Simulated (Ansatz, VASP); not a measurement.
**AgH16O8F: VASP beside Ansatz**

```
CELL_PARAMETERS angstrom
6.57314 0.00000 0.00000
0.00000 6.57314 0.00000
0.00000 0.00000 6.57314
ATOMIC_POSITIONS crystal
O 0.90382 0.70739 0.52499
O 0.27098 0.51806 0.70128
O 0.46062 0.69978 0.05254
O 0.16142 0.03880 0.60669
O 0.79763 0.46931 0.15177
O 0.57876 0.96057 0.66334
O 0.85961 0.25820 0.80462
O 0.67120 0.07313 0.27195
H 0.77207 0.74757 0.58516
H 0.87158 0.62327 0.40510
H 0.13042 0.55925 0.66751
H 0.26489 0.37055 0.71156
H 0.59391 0.62889 0.07223
H 0.42354 0.67543 0.90904
H 0.19213 0.08870 0.46262
H 0.07935 0.91630 0.58005
H 0.74729 0.34426 0.21877
H 0.84501 0.40763 0.02002
H 0.60739 0.01338 0.52523
H 0.42876 0.96847 0.66922
H 0.74327 0.16655 0.78078
H 0.97526 0.18331 0.74319
H 0.54791 0.02399 0.20333
H 0.77638 0.97254 0.24412
Ag 0.28584 0.45091 0.17944
F 0.24648 0.14670 0.25110
```

Alike in both runs: functional PBE; k mesh 1 × 1 × 1; occupations fermi-dirac, width 0.05 eV; no spin polarisation.

Ansatz relaxed the structure, and its values are those at the end. VASP's run is a single point on that final structure, the one shown.

|  | VASP | Ansatz |
| --- | --- | --- |
| version | VASP 6.6.1 | Ansatz 0.2.0 |
| potentials or method | VASP PAW PBE potentials, release 64 (O, H, Ag, F), cutoff 520 eV | scalar-relativistic, plane waves, PAW |
| valence electrons in the cell | 82 | 90 |

```csv
,VASP,Ansatz,Ansatz less VASP
gap on the k mesh at the Fermi level (eV),3.48,3.48,-0.001
rms of the force components (eV/Å),0.068,0.074,+0.0065
```

VASP's potentials hold 82 valence electrons a cell and Ansatz's 90, so a difference there can come from the potentials and not from the codes. Ansatz's warnings: xc potential rough in thin density.
